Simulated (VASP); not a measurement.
# Zr (Fd-3m) in VASP: further runs

Zr is run at these levels: PBE; tasks: single point, relaxation of cell and atoms.

All numbers are computed with VASP 6.6.1; they aren't measurements. Logs are shortened: lines on timing, memory, paths and dates and some standing lists are left out, and cuts for length are marked.

### Step 1. The cell of the first run

Symmetry: Fd-3m, No. 227, cubic system. Conventional cell: a = 5.194 Å, b = 5.194 Å, c = 5.194 Å, α = 90.00°, β = 90.00°, γ = 90.00°. Within 3.0 Å of Zr (site symmetry -43m) lie 4 Zr at 2.25 Å.

### Step 2. Single point, PBE

File INCAR:

```
PREC = Accurate
ENCUT = 520
EDIFF = 1E-6
ISMEAR = -1
SIGMA = 0.05
LREAL = F
LASPH = T
NELM = 60
ALGO = Normal
ISIF = 2
LWAVE = F
LCHARG = T
GGA = PE
LELF = T
LVHAR = T
NBANDS = 19
```

File KPOINTS:

```
regular mesh
0
Gamma
  12 12 12
```

File POSCAR:

```
Zr
1.0
    0.0000000000      2.5971363760      2.5971363760
    2.5971363760      0.0000000000      2.5971363760
    2.5971363760      2.5971363760      0.0000000000
Zr
2
Direct
   -0.1250000000     -0.1250000000     -0.1250000000
    0.1250000000      0.1250000000      0.1250000000
```

Potentials or basis: VASP PAW PBE potentials, release 64 (Zr_sv).

Run with:

```console
$ cat potpaw_PBE.64/Zr_sv/POTCAR > POTCAR
$ mpirun -np 1 vasp_std > vasp.out
```

OUTCAR:

```text
PREC = Accurate
   ENCUT = 520
   EDIFF = 1E-6
   ISMEAR = -1
   LREAL = F
   LASPH = T
   NELM = 60
   ISIF = 2
   GGA = PE

 ion  position               nearest neighbor table
   1  0.875  0.875  0.875-   2 2.25   2 2.25   2 2.25   2 2.25
   2  0.125  0.125  0.125-   1 2.25   1 2.25   1 2.25   1 2.25

  LATTYP: Found a face centered cubic cell.
 ALAT       =     5.1942727520

  Lattice vectors:

 A1 = (   0.0000000000,   2.5971363760,   2.5971363760)
 A2 = (   2.5971363760,   0.0000000000,   2.5971363760)
 A3 = (   2.5971363760,   2.5971363760,   0.0000000000)

Analysis of symmetry for initial positions (statically):
=====================================================================
 Subroutine PRICEL returns:
 Original cell was already a primitive cell.

 Routine SETGRP: Setting up the symmetry group for a
 face centered cubic supercell.

 Subroutine GETGRP returns: Found 48 space group operations
 (whereof 12 operations were pure point group operations)
 out of a pool of 48 trial point group operations.

The static configuration has the point symmetry D_3d.
 The point group associated with its full space group is O_h .

Analysis of symmetry for dynamics (positions and initial velocities):
=====================================================================
 Subroutine PRICEL returns:
 Original cell was already a primitive cell.

 Routine SETGRP: Setting up the symmetry group for a
 face centered cubic supercell.

 Subroutine GETGRP returns: Found 48 space group operations
 (whereof 12 operations were pure point group operations)
 out of a pool of 48 trial point group operations.

The dynamic configuration has the point symmetry D_3d.
 The point group associated with its full space group is O_h .

 Subroutine INISYM returns: Found 48 space group operations
 (whereof 12 operations are pure point group operations),
 and found     1 'primitive' translations

----------------------------------------------------------------------------------------

                                     Primitive cell

  volume of cell :      35.0360

  direct lattice vectors                    reciprocal lattice vectors
     0.000000000  2.597136376  2.597136376    -0.192519732  0.192519732  0.192519732
     2.597136376  0.000000000  2.597136376     0.192519732 -0.192519732  0.192519732
     2.597136376  2.597136376  0.000000000     0.192519732  0.192519732 -0.192519732

  length of vectors
     3.672905486  3.672905486  3.672905486     0.333453958  0.333453958  0.333453958

  position of ions in fractional coordinates (direct lattice)
     0.875000000  0.875000000  0.875000000
     0.125000000  0.125000000  0.125000000

  ion indices of the primitive-cell ions
   primitive index   ion index
                 1           1
                 2           2

----------------------------------------------------------------------------------------

 KPOINTS: regular mesh

Automatic generation of k-mesh.
 Grid dimensions read from file:
 generate k-points for:   12   12   12

 Generating k-lattice:

  Cartesian coordinates                     Fractional coordinates (reciprocal lattice)
    -0.016043311  0.016043311  0.016043311     0.083333333  0.000000000  0.000000000
     0.016043311 -0.016043311  0.016043311     0.000000000  0.083333333  0.000000000
     0.016043311  0.016043311 -0.016043311     0.000000000  0.000000000  0.083333333

  Length of vectors
     0.027787830  0.027787830  0.027787830

  Shift w.r.t. Gamma in fractional coordinates (k-lattice)
     0.000000000  0.000000000  0.000000000

 Subroutine IBZKPT returns following result:
 ===========================================

 Found     72 irreducible k-points:

 Following reciprocal coordinates:
            Coordinates               Weight
  0.000000  0.000000  0.000000      1.000000
  0.083333  0.000000  0.000000      8.000000
  0.166667  0.000000  0.000000      8.000000
  0.250000  0.000000  0.000000      8.000000
  0.333333  0.000000  0.000000      8.000000
  0.416667  0.000000  0.000000      8.000000
[... 16 lines left out ...]
  0.500000  0.166667  0.000000     24.000000
 -0.416667  0.166667  0.000000     24.000000
 [... further k-points ...]
   k-points           NKPTS =     72   k-points in BZ     NKDIM =     72   number of bands    NBANDS=     19
   number of dos      NEDOS =    301   number of ions     NIONS =      2
   total plane-waves  NPLWV =  21952
   dimension x,y,z NGX =    28 NGY =   28 NGZ =   28
   dimension x,y,z NGXF=    56 NGYF=   56 NGZF=   56
   ions per type =               2
   NGX,Y,Z   is equivalent  to a cutoff of  12.67, 12.67, 12.67 a.u.
   NGXF,Y,Z  is equivalent  to a cutoff of  25.35, 25.35, 25.35 a.u.
 SYSTEM =  unknown system
   PREC   = accura    normal or accurate (medium, high low for compatibility)
   ISTART =      0    job   : 0-new  1-cont  2-samecut
   ICHARG =      2    charge: 1-file 2-atom 10-const
   ISPIN  =      1    spin polarized calculation?
   LNONCOLLINEAR =      F non collinear calculations
   LSORBIT =      F    spin-orbit coupling
   LASPH  =      T    aspherical Exc in radial PAW
   ENCUT  =  520.0 eV  38.22 Ry    6.18 a.u.   6.83  6.83  6.83*2*pi/ulx,y,z
   NELM   =     60;   NELMIN=  2; NELMDL= -5     # of ELM steps
   EDIFF  = 0.1E-05   stopping-criterion for ELM
   LREAL  =      F    real-space projection
   EDIFFG = 0.1E-04   stopping-criterion for IOM
   NSW    =      0    number of steps for IOM
   IBRION =     -1    ionic relax: 0-MD 1-quasi-New 2-CG
   NFREE  =      0    steps in history (QN), initial steepest desc. (CG)
   ISIF   =      2    stress and relaxation
   ISYM   =      2    0-nonsym 1-usesym 2-fastsym
   POTIM  = 0.5000    time-step for ionic-motion
   TEBEG  =    0.0;   TEEND  =   0.0 temperature during run
   PSTRESS=    0.0 pullay stress
   NELECT =      24.0000    total number of electrons
   NUPDOWN=      -1.0000    fix difference up-down
   EMIN   =  10.00;   EMAX   =-10.00  energy-range for DOS
   EFERMI =   0.00;   METHOD = LEGACY
   ISMEAR =    -1;   SIGMA  =   0.05  broadening in eV -4-tet -1-fermi 0-gaus
   EFERMI_NEDOS =   21; number of points for ismear=-14 and -15
   IALGO  =     38    algorithm
   IMIX   =      4    mixing-type and parameters
     AMIX     =   0.40;   BMIX     =  1.00
     AMIX_MAG =   1.60;   BMIX_MAG =  1.00
  volume/ion in A,a.u.               =      17.52       118.22
  Fermi-wavevector in a.u.,A,eV,Ry     =   1.443136  2.727131 28.336045  2.082641
  Thomas-Fermi vector in A             =   2.561577
   LORBIT       =      0    0 simple, 1 ext, 2 COOP (PROOUT), +10 PAW based schemes
   GGA     = PE    functional components
   LHFCALC =     F    Hartree Fock is set to
   AEXX    =    0.0000 exact exchange contribution
   IVDW    =     0    specifies the selected vdW correction
   LEPSILON=     F    determine dielectric tensor
   LRPA    =     F    only Hartree local field effects (RPA)
 non-spin polarized calculation
  energy-cutoff  :      520.00
  volume of cell :       35.04
 maximum number of plane-waves:       960
   NGX = 13   NGY = 13   NGZ = 13

 number of electron      23.9999999 magnetization

 Free energy of the ion-electron system (eV)
  ---------------------------------------------------
  ext. energy  EPLUGINS =         0.00000000
  ---------------------------------------------------
  free energy    TOTEN  =        -9.09828696 eV

  energy without entropy =       -9.07251439  energy(sigma->0) =       -9.08540067

 E-fermi :  12.2667     XC(G=0): -12.1110

 val. band max:       12.2661712362   @ k =  -0.0833   0.0833   0.0000
 cond. band min:      12.2752841629   @ k =   0.1667   0.1667   0.0000
 fundamental gap:      0.0091129267
 Fermi energy:        12.2667327168

 k-point     1 :       0.0000    0.0000    0.0000
  band No.  band energies     occupation
      1     -37.8550      2.00000
      2     -34.7172      2.00000
      3     -16.3791      2.00000
      4     -16.3791      2.00000
      5     -16.3791      2.00000
      6     -13.1979      2.00000
[... 11 lines left out ...]
     18      21.6571      0.00000
     19      21.6571      0.00000

 k-point     2 :       0.0833    0.0000    0.0000
  band No.  band energies     occupation
      1     -37.8211      2.00000
      2     -34.7657      2.00000
      3     -16.4142      2.00000
      4     -16.4142      2.00000
      5     -16.3797      2.00000
      6     -13.1703      2.00000
[... 11 lines left out ...]
     18      21.5881      0.00000
     19      21.5881      0.00000

 k-point     3 :       0.1667    0.0000    0.0000
  band No.  band energies     occupation
      1     -37.7227      2.00000
      2     -34.9035      2.00000
      3     -16.5052      2.00000
      4     -16.5052      2.00000
      5     -16.3858      2.00000
      6     -13.0874      2.00000
[... 11 lines left out ...]
     18      21.3987      0.00000
     19      21.3987      0.00000

 k-point     4 :       0.2500    0.0000    0.0000
  band No.  band energies     occupation
      1     -37.5718      2.00000
      2     -35.1078      2.00000
      3     -16.6201      2.00000
      4     -16.6201      2.00000
      5     -16.4039      2.00000
      6     -12.9577      2.00000
[... 11 lines left out ...]
     18      21.1128      0.00000
     19      21.1128      0.00000

 k-point     5 :       0.3333    0.0000    0.0000
  band No.  band energies     occupation
      1     -37.3927      2.00000
      2     -35.3395      2.00000
      3     -16.7260      2.00000
      4     -16.7260      2.00000
      5     -16.4318      2.00000
      6     -12.8097      2.00000
[... 11 lines left out ...]
     18      20.7213      0.00000
     19      20.7213      0.00000
[... 334 lines left out ...]
      2     -35.3383      2.00000
      3     -16.9371      2.00000
      4     -16.8751      2.00000
      5     -15.9032      2.00000
      6     -13.4614      2.00000
[... 11 lines left out ...]
     18      18.9248      0.00000
     19      21.5460      0.00000

 k-point    22 :       0.4167    0.1667    0.0000
  band No.  band energies     occupation
      1     -37.2115      2.00000
      2     -35.5630      2.00000
      3     -17.0818      2.00000
      4     -16.9379      2.00000
      5     -15.8493      2.00000
      6     -13.4066      2.00000
[... 11 lines left out ...]
     18      18.8485      0.00000
     19      20.8472      0.00000

 k-point    23 :       0.5000    0.1667    0.0000
  band No.  band energies     occupation
      1     -37.0685      2.00000
      2     -35.7323      2.00000
      3     -17.1867      2.00000
      4     -16.9506      2.00000
      5     -15.8346      2.00000
      6     -13.3344      2.00000
[... 11 lines left out ...]
     18      19.6246      0.00000
     19      19.8810      0.00000

 k-point    24 :      -0.4167    0.1667    0.0000
  band No.  band energies     occupation
      1     -37.0475      2.00000
      2     -35.7566      2.00000
      3     -17.2270      2.00000
      4     -16.9112      2.00000
      5     -15.8596      2.00000
      6     -13.2736      2.00000
[... 11 lines left out ...]
     18      18.6669      0.00000
     19      20.1067      0.00000

 [... further k-points ...]
[... 5 lines left out ...]
  --------------------------------------------------------------------------------------
  -------------------------------------------------------------------------------------
  Total       14.3382377     14.3382377     14.3382377      0.0000000      0.0000000      0.0000000
  in kB      655.6802429    655.6802429    655.6802429      0.0000000      0.0000000      0.0000000
  external PRESSURE =     655.6802429 kB  Pullay stress =       0.0000000 kB

 VOLUME and BASIS-vectors are now :
 -----------------------------------------------------------------------------
  energy-cutoff  :      520.00
  volume of cell :       35.04
      direct lattice vectors                 reciprocal lattice vectors
     0.000000000  2.597136376  2.597136376    -0.192519732  0.192519732  0.192519732
     2.597136376  0.000000000  2.597136376     0.192519732 -0.192519732  0.192519732
     2.597136376  2.597136376  0.000000000     0.192519732  0.192519732 -0.192519732

 POSITION                                       TOTAL-FORCE (eV/Angst)
 -----------------------------------------------------------------------------------
      4.54499      4.54499      4.54499         0.000000      0.000000      0.000000
      0.64928      0.64928      0.64928        -0.000000     -0.000000     -0.000000
 -----------------------------------------------------------------------------------
    total drift:                                0.000000     -0.000000     -0.000000

  FREE ENERGIE OF THE ION-ELECTRON SYSTEM (eV)
  ---------------------------------------------------
  free  energy   TOTEN  =        -9.0982869566 eV

  energy  without entropy=       -9.0725143885  energy(sigma->0) =       -9.08540067
```

It took 31 s on 1 thread of Intel Xeon 6975P-C, shared host; peak memory 0.18 GiB.

Results:

- Free energy: -9.0983 eV
- Pressure: 65.6 GPa
- Band gap on the k mesh: zero (band 12 reaches 13.60 eV, above the bottom of band 13 at 11.20 eV)

Levels at points of the mesh, in eV from the Fermi level:
| k point | band 10 | band 11 | band 12 | band 13 | band 14 | band 15 |
| --- | --- | --- | --- | --- | --- | --- |
| (0.00, 0.00, 0.00) | -2.83 | -2.83 | -0.04 | -0.04 | -0.04 | 3.97 |
| (0.50, 0.00, 0.00) | -2.43 | -2.43 | -1.34 | -1.07 | -1.07 | 2.92 |
| (0.50, 0.50, 0.00) | -4.35 | -1.07 | -1.07 | 1.53 | 1.53 | 3.42 |

(Continued in part 2 of 2.)
